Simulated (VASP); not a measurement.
# Pt: single point with LDA

Crystal: Pt.

```
CELL_PARAMETERS angstrom
2.70545 0.00000 0.00000
-1.35273 2.43862 0.00000
0.00000 0.00000 4.79213
ATOMIC_POSITIONS crystal
Pt 0.66667 0.33333 0.75000
Pt 0.33333 0.66667 0.25000
```

This cell differs from its parent crystal: strain -0.0200 x Voigt [1, -1, 0, 0, 0, 0].

```json
{
  "Program": "VASP 6.6.1",
  "Task": "single point",
  "Functional": "LDA",
  "Potentials or basis": "VASP PAW LDA potentials, release 64 (Pt)",
  "Cutoff": "520 eV",
  "k mesh": "21 × 21 × 10",
  "Occupations": "gaussian, width 0.15 eV",
  "Spin": "no spin polarisation",
  "Dipole correction": "no",
  "Further INCAR settings": "ALGO = Fast; EDIFF = 1e-07; NBANDS = 17"
}
```

```
Pressure               : -14.8 GPa
Band gap on the k mesh : zero (band 10 reaches 10.69 eV, above the bottom of band 11 at 9.48 eV)
```

Stress tensor (GPa, compression positive):
```
-10.08   0.00   0.00
  0.00 -18.82   0.00
  0.00   0.00 -15.35
```

Levels at points of the mesh, in eV from the Fermi level:
```tsv
k point	band 7	band 8	band 9	band 10	band 11	band 12	band 13	band 14
(0.00, 0.00, 0.00)	-2.73	-1.86	-1.71	-0.72	-0.27	-0.13	4.65	15.10
(0.00, 0.00, 0.50)	-3.09	-3.09	-0.86	-0.86	-0.69	-0.69	11.90	11.90
```

Run time: 2.8 min on 1 thread of Intel(R) Xeon(R) 6975P-C (Granite Rapids) (shared host), peak memory 0.4 GiB.

Caveat: the cell differs from its parent crystal (strain -0.0200 x Voigt [1, -1, 0, 0, 0, 0]); spin-orbit coupling is left out, which moves the levels of the heavy elements.
